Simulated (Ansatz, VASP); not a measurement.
## One calculation of CaF2, two programs

```
Ca F
1.0
     0.00000    2.69434    2.69434
     2.69434    0.00000    2.69434
     2.69434    2.69434    0.00000
Ca F
1 2
Direct
  0.00000 0.00000 0.00000
  0.25000 0.25000 0.25000
  0.75000 0.75000 0.75000
```

Change from the starting cell: volume scaled by 0.96.

Alike in both runs: task single point; functional LDA; k mesh 10 × 10 × 10; occupations fermi-dirac, width 0.03 eV; no spin polarisation.

```csv
,VASP,Ansatz
version,VASP 6.6.1,Ansatz 0.2.0
potentials or method,"VASP PAW LDA potentials, release 64 (Ca_sv, F), cutoff 600 eV","all-electron LAPW, scalar-relativistic"
```

Ansatz gave:

```
gap on the k mesh at the Fermi level (eV) : 7.15
pressure (GPa)                            : -3.3
```

Estimate VASP's values.

gap on the k mesh at the Fermi level (eV): 7.14; pressure (GPa): -2.9.

LDA's correlation is that of Perdew and Zunger in VASP and of Perdew and Wang (1992) in Ansatz. Ansatz ran all-electron here, and VASP with PAW potentials.
